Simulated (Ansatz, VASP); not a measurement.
Si: VASP beside Ansatz

Contents of INCAR:

```
SYSTEM = Si
ALGO = Normal ; EDIFF = 1E-7
ENCUT = 520 ; GGA = PE
ISIF = 2 ; ISMEAR = 0
LASPH = .TRUE. ; LCHARG = .FALSE.
LREAL = .FALSE. ; LWAVE = .FALSE.
NBANDS = 11 ; NELM = 80
PREC = Accurate ; SIGMA = 0.05
```

The input KPOINTS:

```
k-points
0
G
  10 10 10
  0 0 0
```

The input POSCAR:

```
Si
1.0
    0.0000000000      2.4965630995      2.8877745372
    2.4965630995      0.0000000000      2.8877745372
    2.4965630995      2.4965630995      0.0000000000
Si
2
Direct
    0.5000000000      0.5000000000      0.5000000000
    0.7500000000      0.7500000000      0.7500000000
```

Input for Ansatz:

```yaml
crystal:
  lattice:
    - [0.0, 2.4965630995, 2.8877745372]
    - [2.4965630995, 0.0, 2.8877745372]
    - [2.4965630995, 2.4965630995, 0.0]
  atoms:
    - { symbol: Si, position: [0.5, 0.5, 0.5] }
    - { symbol: Si, position: [0.75, 0.75, 0.75] }
basis:
  ecutwfc: 420
kpoints:
  mp_grid: { grid: [10, 10, 10] }
hamiltonian:
  xc: pbe
  pseudopotentials: { kind: paw, azcp: { folder: soft_1 } }
scf:
  occupations: { method: gaussian, width: 0.05 }
output:
  forces: true
  stress: true
  eigenvalues: true
```

Alike in both runs: task single point; functional PBE; k mesh 10 × 10 × 10; occupations gaussian, width 0.05 eV; no spin polarisation.

```csv
,VASP,Ansatz
version,VASP 6.6.1,Ansatz 0.2.0
potentials or method,"VASP PAW PBE potentials, release 64 (Si), cutoff 520 eV","scalar-relativistic, plane waves, PAW"
valence electrons in the cell,8,8
```

|  | VASP | Ansatz | Ansatz less VASP |
| --- | --- | --- | --- |
| gap on the k mesh at the Fermi level (eV) | none | none | - |
| pressure (GPa) | 13.5 | 13.6 | +0.10 |
| traceless stress, the component that is largest in VASP (GPa) | -11.01 | -10.98 | +0.031 |

A gap of «none» marks a metal or a gap that the smearing closes.
